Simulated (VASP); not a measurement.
Runs of VASP 6.6.1 on Ti3S2. The structure is that of space group R32 (No. 155), or close to it. The cells are those of the table. 

| cell | gap on the mesh (eV) | pressure (GPa) | largest force (eV/Å) |
| --- | --- | --- | --- |
| a = 4.413 Å, angles 74.1°, 5 atoms | none | 4.3 | 0.13 |
| a = 4.594 Å, angles 74.1°, 5 atoms | none | -10.4 | 0.15 |
| a = 4.564 Å, angles 74.1°, 5 atoms | none | -8.6 | 0.11 |
| a = 4.505 Å, angles 74.1°, 5 atoms | none | (b) | 0.03 |
| a = 4.444 Å, angles 74.1°, 5 atoms | none | 1.1 | 0.07 |
| a = 4.475 Å, angles 74.1°, 5 atoms | none | -1.7 | 0.02 |
| a = 4.535 Å, angles 74.1°, 5 atoms | none | (a) | 0.07 |

Alike in all rows: task single point; level PBEsol; potentials or basis VASP PAW PBE potentials, release 64 (Ti_sv, S); no spin polarisation; k mesh 6 × 6 × 6; cutoff (eV) 520; smearing methfessel-paxton 0.05 eV.

Fill in the values left out.

(a) -6.6; (b) -4.3.

Caveats: the PAW data sets were made with another functional, which shifts forces and pressure a little; the cell stands under tension (at least some runs); the cell stands under pressure (at least some runs).

A gap of «none» marks levels without a gap at the run's occupations.
